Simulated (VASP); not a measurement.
Runs of VASP 6.6.1 on SiNi3. The structure is that of space group Pm-3m (No. 221), or close to it. The cells are those of the table. 

| level | potentials or basis | cell | gap on the mesh (eV) | pressure (GPa) | moment (μB) |
| --- | --- | --- | --- | --- | --- |
| r2SCAN | VASP PAW PBE potentials, release 64 (Si, Ni) | a = 3.465 Å, 4 atoms | none | (a) | 0.00 |
| LDA | VASP PAW LDA potentials, release 64 (Si, Ni) | a = 3.429 Å, 4 atoms | none | 0.2 | 0.00 |
| PBE | VASP PAW PBE potentials, release 64 (Si, Ni) | a = 3.507 Å, 4 atoms | none | 0.0 | 0.00 |
| RPBE | VASP PAW PBE potentials, release 64 (Si, Ni) | a = 3.534 Å, 4 atoms | none | 0.0 | 0.00 |

Alike in all rows: task single point; spin collinear, ferromagnetic start; k mesh 6 × 6 × 6; cutoff (eV) 520; smearing gaussian 0.2 eV.

Fill in the values left out.

(a) 0.4.

Caveats: the PAW data sets were made with another functional, which shifts forces and pressure a little (some runs).

A gap of «none» marks levels without a gap at the run's occupations.
